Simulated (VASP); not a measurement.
Wanted: the native input for a VASP 6.6.1 run.

```yaml
Task: relaxation of cell and atoms
Functional: LDA
Potentials_or_basis: VASP PAW LDA potentials, release 64 (Sr_sv, Se, S)
Cutoff: 600 eV
k_mesh: 6 × 6 × 6
Occupations: gaussian, width 0.01 eV
Spin: no spin polarisation
Target_pressure: 30 GPa
Dipole_correction: no
Further_INCAR_settings: ALGO = Normal; EDIFF = 1e-06; IBRION = 2; EDIFFG = -0.005; NSW = 60; ISIF = 3
```

The structure of Sr2SeS lies in POSCAR:

```
Sr2SeS
1.0
    2.1781500000      1.2575600000      7.1221700000
   -2.1781500000      1.2575600000      7.1221700000
    0.0000000000     -2.5151100000      7.1221700000
Sr Se S
2 1 1
Direct
    0.2471800000      0.2471800000      0.2471800000
    0.7528200000      0.7528200000      0.7528200000
    0.0000000000      0.0000000000      0.0000000000
    0.5000000000      0.5000000000      0.5000000000
```

One way to write it, as run:

INCAR

```
SYSTEM = Sr2SeS
PREC = Accurate ; ENCUT = 600
EDIFF = 1E-6 ; ISMEAR = 0
SIGMA = 0.01 ; LREAL = .FALSE.
LASPH = .TRUE. ; NELM = 100
ALGO = Normal ; ISIF = 3
LWAVE = .FALSE. ; LCHARG = .FALSE.
IBRION = 2 ; NSW = 60
EDIFFG = -0.005 ; PSTRESS = 300.0
```

KPOINTS

```
Automatic mesh
0
G
  6 6 6
  0 0 0
```

Potentials or basis: VASP PAW LDA potentials, release 64 (Sr_sv, Se, S).

Run with:

```bash
$ cat potpaw_LDA.64/Sr_sv/POTCAR potpaw_LDA.64/Se/POTCAR potpaw_LDA.64/S/POTCAR > POTCAR
$ mpirun -np 1 vasp_std > vasp.out
```

It gave:

```
Relaxed volume                                             : 20.33 Å³/atom
Relaxed cell                                               : a = 6.673 Å, b = 6.673 Å, c = 6.673 Å, α = 33.66°, β = 33.66°, γ = 33.66°
Space group after relaxing (to 0.1 Å)                      : R-3m (No. 166)
Energy change on relaxing (the run minimises the enthalpy) : +482.5 meV/atom
Ionic steps                                                : 20
Pressure after relaxing                                    : 30.0 GPa
Largest force after relaxing                               : 0.004 eV/Å
Band gap on the k mesh                                     : 0.89 eV (least direct gap 1.42 eV)
```

Caveat: the cell is relaxed towards a set pressure, so the run minimises the enthalpy, not the energy; the volume moved by over 15 % at a fixed basis, so the end points are rough.

Run time: 15 min on 1 thread of Intel(R) Xeon(R) 6975P-C (Granite Rapids) (shared host), peak memory 0.5 GiB.
